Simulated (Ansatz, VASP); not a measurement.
Te: VASP beside Ansatz

```xyz
4
Lattice="3.8792 0.0000 0.0000 -1.9396 3.3595 0.0000 0.0000 0.0000 6.5847" Properties=species:S:1:pos:R:3 pbc="T T T"
Te    0.0000    0.0000    4.0191
Te    0.0000    0.0000    2.5656
Te    0.0000    2.2396    0.0000
Te    1.9396    1.1198    0.0000
```

Alike in both runs: task relaxation of cell and atoms; functional PBE; k mesh 6 × 6 × 4; occupations gaussian, width 0.1 eV; no spin polarisation.

|  | VASP | Ansatz |
| --- | --- | --- |
| version | VASP 6.6.1 | Ansatz 0.2.0 |
| potentials or method | VASP PAW PBE potentials, release 64 (Te), cutoff 500 eV | scalar-relativistic, plane waves, PAW |
| valence electrons in the cell | 24 | 64 |

|  | VASP | Ansatz | Ansatz less VASP |
| --- | --- | --- | --- |
| gap on the k mesh at the Fermi level, each at its own relaxed structure (eV) | none | none | - |
| relaxed volume (Å³/atom) | 37.91 | 39.24 | +1.326 |
| relaxed cell length with the largest relative difference (Å) | 6.087 | 6.340 | +0.2533 |

A gap of «none» marks a metal or a gap that the smearing closes. VASP's potentials hold 24 valence electrons a cell and Ansatz's 64, so a difference there can come from the potentials and not from the codes.

Neither program's run includes spin-orbit coupling. Noted on VASP's run: the volume moved by over 15 % at a fixed basis, so the end points are rough.
